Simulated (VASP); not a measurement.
# K3TaO3 in VASP: further runs, part 2 of 2

VASP 6.6.1. Earlier steps stand in the parts before.

### 5 Single point, PBE

This run uses another cell than the first one, of 29.03 Å³/atom.

Contents of INCAR:

```
PREC = Accurate
ENCUT = 520
EDIFF = 1E-7
ISMEAR = 0
SIGMA = 0.1
LREAL = False
LASPH = True
NELM = 60
ALGO = Normal
ISIF = 2
LWAVE = False
LCHARG = False
GGA = PE
NBANDS = 37
```

Contents of KPOINTS:

```
Automatic mesh
0
Gamma
  8 8 4
```

Contents of POSCAR:

```
K3TaO3
1.0
    3.8905424511      0.0000000000      0.0000000000
    0.0000000000      3.8905424511      0.0000000000
    0.0000000000      0.0000000000     13.4266209456
K Ta O
3 1 3
Direct
    0.0000000000      0.0000000000      0.5382165643
    0.5000000000      0.5000000000      0.2215179246
    0.5000000000      0.5000000000      0.8361199401
    0.0000000000      0.0000000000      0.0224239709
    0.0000000000      0.0000000000      0.1572385841
    0.0000000000      0.5000000000      0.9872415079
    0.5000000000      0.0000000000      0.9872415079
```

Potentials or basis: VASP PAW PBE potentials, release 64 (K_sv, Ta_pv, O).

Run with:

```sh
> cat potpaw_PBE.64/K_sv/POTCAR potpaw_PBE.64/Ta_pv/POTCAR potpaw_PBE.64/O/POTCAR > POTCAR
> mpirun -np 1 vasp_std > vasp.out
```

OUTCAR:

```text
PREC = Accurate
   ENCUT = 520
   EDIFF = 1E-7
   ISMEAR = 0
   LREAL = False
   LASPH = True
   NELM = 60
   ISIF = 2
   GGA = PE

 ion  position               nearest neighbor table
   1  0.000  0.000  0.538-
   2  0.500  0.500  0.222-   5 2.88   5 2.88   5 2.88   5 2.88
   3  0.500  0.500  0.836-   6 2.81   7 2.81   7 2.81   6 2.81
   4  0.000  0.000  0.022-   5 1.81   6 2.00   7 2.00   6 2.00   7 2.00
   5  0.000  0.000  0.157-   4 1.81   2 2.88   2 2.88   2 2.88   2 2.88
   6  0.000  0.500  0.987-   4 2.00   4 2.00   3 2.81   3 2.81
   7  0.500  0.000  0.987-   4 2.00   4 2.00   3 2.81   3 2.81

  LATTYP: Found a simple tetragonal cell.
 ALAT       =     3.8905424511
 C/A-ratio  =     3.4510922614

  Lattice vectors:

 A1 = (   3.8905424511,   0.0000000000,   0.0000000000)
 A2 = (   0.0000000000,   3.8905424511,   0.0000000000)
 A3 = (   0.0000000000,   0.0000000000,  13.4266209456)

Analysis of symmetry for initial positions (statically):
=====================================================================
[... 186 lines left out ...]
 cond. band min:       1.7408430037   @ k =   0.3750   0.2500   0.0000
 fundamental gap:      0.0664758500
 Fermi energy:         1.7269933442

 k-point     1 :       0.0000    0.0000    0.0000
  band No.  band energies     occupation
      1     -35.6263      2.00000
      2     -35.2445      2.00000
      3     -35.2445      2.00000
      4     -30.4439      2.00000
      5     -30.2276      2.00000
      6     -29.9141      2.00000
[... 949 lines left out ...]
     36       5.0066      0.00000
     37       5.0256      0.00000

 [... further k-points ...]

------------------------ aborting loop because EDIFF is reached ----------------------------------------

  FORCE on cell =-STRESS in cart. coord.  units (eV):
  Direction    XX          YY          ZZ          XY          YZ          ZX
  --------------------------------------------------------------------------------------
  -------------------------------------------------------------------------------------
  Total        0.2228363      0.2228363      0.4538413      0.0000000      0.0000000      0.0000000
  in kB        1.7567483      1.7567483      3.5778946      0.0000000      0.0000000      0.0000000
  external PRESSURE =       2.3637971 kB  Pullay stress =       0.0000000 kB

 VOLUME and BASIS-vectors are now :
 -----------------------------------------------------------------------------
  energy-cutoff  :      520.00
  volume of cell :      203.23
      direct lattice vectors                 reciprocal lattice vectors
     3.890542451  0.000000000  0.000000000     0.257033566  0.000000000  0.000000000
     0.000000000  3.890542451  0.000000000     0.000000000  0.257033566  0.000000000
     0.000000000  0.000000000 13.426620946     0.000000000  0.000000000  0.074478903

 POSITION                                       TOTAL-FORCE (eV/Angst)
 -----------------------------------------------------------------------------------
      0.00000      0.00000      7.22643         0.000000      0.000000      0.000246
      1.94527      1.94527      2.97424        -0.000000     -0.000000      0.009185
      1.94527      1.94527     11.22627        -0.000000     -0.000000     -0.017411
      0.00000      0.00000      0.30108        -0.000000      0.000000     -0.218201
      0.00000      0.00000      2.11118        -0.000000      0.000000      0.258391
      0.00000      1.94527     13.25532         0.000000     -0.000000     -0.016104
      1.94527      0.00000     13.25532        -0.000000      0.000000     -0.016104
 -----------------------------------------------------------------------------------
    total drift:                                0.000000      0.000000      0.000005

  FREE ENERGIE OF THE ION-ELECTRON SYSTEM (eV)
  ---------------------------------------------------
  free  energy   TOTEN  =       -42.6568283953 eV

  energy  without entropy=      -42.6457856433  energy(sigma->0) =      -42.65130702
```

OSZICAR:

```text
N       E                     dE             d eps       ncg     rms          rms(c)
DAV:   1     0.486900035531E+03    0.48690E+03   -0.26837E+04  3346   0.136E+03
DAV:   2    -0.906828652317E+01   -0.49597E+03   -0.48544E+03  4259   0.394E+02
DAV:   3    -0.498735770594E+02   -0.40805E+02   -0.40583E+02  4468   0.101E+02
DAV:   4    -0.515477636783E+02   -0.16742E+01   -0.16580E+01  4775   0.180E+01
DAV:   5    -0.516393236523E+02   -0.91560E-01   -0.91533E-01  5283   0.318E+00    0.346E+01
DAV:   6    -0.431843517701E+02    0.84550E+01   -0.46596E+01  3951   0.308E+01    0.133E+01
DAV:   7    -0.428355823711E+02    0.34877E+00   -0.49840E+00  4052   0.101E+01    0.999E+00
DAV:   8    -0.426855419461E+02    0.15004E+00   -0.88890E-01  4077   0.577E+00    0.103E+00
DAV:   9    -0.426541668728E+02    0.31375E-01   -0.16695E-01  4399   0.191E+00    0.598E-01
DAV:  10    -0.426555639467E+02   -0.13971E-02   -0.16684E-02  4527   0.557E-01    0.344E-01
DAV:  11    -0.426566901878E+02   -0.11262E-02   -0.32500E-03  4290   0.313E-01    0.159E-01
DAV:  12    -0.426567640582E+02   -0.73870E-04   -0.58759E-04  4269   0.138E-01    0.447E-02
DAV:  13    -0.426568127344E+02   -0.48676E-04   -0.23497E-04  4186   0.680E-02    0.262E-02
DAV:  14    -0.426568269886E+02   -0.14254E-04   -0.45900E-05  3795   0.335E-02    0.674E-03
DAV:  15    -0.426568283350E+02   -0.13464E-05   -0.62120E-06  4151   0.115E-02    0.350E-03
DAV:  16    -0.426568284670E+02   -0.13194E-06   -0.94265E-07  4444   0.585E-03    0.179E-03
DAV:  17    -0.426568283953E+02    0.71635E-07   -0.18849E-07  3175   0.232E-03
   1 F= -.42656828E+02 E0= -.42651307E+02  d E =-.110428E-01
```

Run time: 12 min. Hardware: 1 thread of Intel Xeon 8259CL, shared host; peak memory 0.48 GiB.

What came out:

- Free energy: -42.6568 eV
- Pressure: 0.2 GPa
- Largest force: 0.258 eV/Å
- Band gap on the k mesh: zero (bands 28 and 29 overlap by 1.52 eV)

Forces on the atoms (eV/Å):
```
K    0.000  0.000  0.000
K    0.000  0.000  0.009
K    0.000  0.000 -0.017
Ta   0.000  0.000 -0.218
O    0.000  0.000  0.258
O    0.000  0.000 -0.016
O    0.000  0.000 -0.016
```

Levels at points of the mesh, in eV from the Fermi level:
```csv
k point,band 25,band 26,band 27,band 28,band 29,band 30,band 31,band 32
"(0.00, 0.00, 0.00)",-5.03,-3.87,-3.87,-1.98,-0.70,-0.45,0.21,2.18
"(0.50, 0.00, 0.00)",-4.88,-4.85,-4.47,0.36,0.61,1.08,1.34,1.79
"(0.50, 0.50, 0.00)",-4.39,-4.39,-2.94,0.28,1.27,2.01,2.01,2.41
"(0.00, 0.00, 0.50)",-5.03,-3.87,-3.87,-1.93,-0.94,-0.45,0.75,1.58
"(0.50, 0.00, 0.50)",-4.88,-4.85,-4.47,0.43,0.60,1.06,1.11,1.79
"(0.50, 0.50, 0.50)",-4.39,-4.39,-2.94,0.29,1.26,2.01,2.01,2.45
```

Caveat: spin-orbit coupling is left out, which moves the levels of the heavy elements.

### 6 Overview

| task | cell | k mesh | cutoff (eV) | smearing | gap on the mesh (eV) | pressure (GPa) | largest force (eV/Å) |
| --- | --- | --- | --- | --- | --- | --- | --- |
| relaxation of cell and atoms | relaxed from a = 4.100, b = 4.100, c = 8.660 Å, 7 atoms, atomic positions A | 3 × 3 × 2 | 600 | gaussian 0.15 eV | none | 0.2 | 0.07 |
| single point | a = 3.891, b = 3.891, c = 13.427 Å, 7 atoms, atomic positions B | 6 × 6 × 2 | 520 | gaussian 0.2 eV | none | 0.2 | 0.30 |
| single point | a = 3.892, b = 3.891, c = 13.406 Å, angles 90.3, 89.2, 90.0°, 7 atoms, atomic positions C | 6 × 6 × 2 | 520 | gaussian 0.2 eV | none | 0.2 | 0.26 |
| single point | a = 3.891, b = 3.891, c = 13.427 Å, 7 atoms, atomic positions B | 8 × 8 × 4 | 520 | gaussian 0.1 eV | none | 0.2 | 0.26 |

Alike in all rows: level PBE; potentials or basis VASP PAW PBE potentials, release 64 (K_sv, Ta_pv, O); no spin polarisation.

Caveats: some runs use coarse meshes; spin-orbit coupling is left out, which moves the levels of the heavy elements; the volume moved by over 15 % at a fixed basis, so the end points are rough (at least some runs); the relaxation stopped at a loose force limit of 0.08 eV/Å, so its end isn't a converged minimum (at least some runs).

Total energies depend on the potentials used, so only differences within one code and one set of settings carry meaning.
